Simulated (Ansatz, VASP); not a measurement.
## One calculation of Ta3N, two programs

```
Ta N
1.0
     2.89505    0.00000    0.00000
     0.00000    2.89505    0.00000
     0.00000    0.00000    8.58798
Ta N
3 1
Cartesian
  1.4475 1.4475 7.2539
  1.4475 1.4475 1.3341
  1.4475 1.4475 4.2940
  0.0000 0.0000 4.2940
```

Alike in both runs: functional PBE; k mesh 16 × 16 × 6; occupations gaussian, width 0.1 eV; no spin polarisation.

Ansatz relaxed the structure, and its values are those at the end. VASP's run is a single point on that final structure, the one shown.

|  | VASP | Ansatz |
| --- | --- | --- |
| version | VASP 6.6.1 | Ansatz 0.2.0 |
| potentials or method | VASP PAW PBE potentials, release 64 (Ta_pv, N), cutoff 520 eV | scalar-relativistic, plane waves, PAW |
| valence electrons in the cell | 38 | 44 |

|  | VASP | Ansatz | Ansatz less VASP |
| --- | --- | --- | --- |
| gap on the k mesh at the Fermi level (eV) | none | none | - |
| pressure (GPa) | 0.2 | 0.0 | -0.24 |

A gap of «none» marks a metal or a gap that the smearing closes. VASP's potentials hold 38 valence electrons a cell and Ansatz's 44, so a difference there can come from the potentials and not from the codes.

Spin-orbit coupling is off throughout.
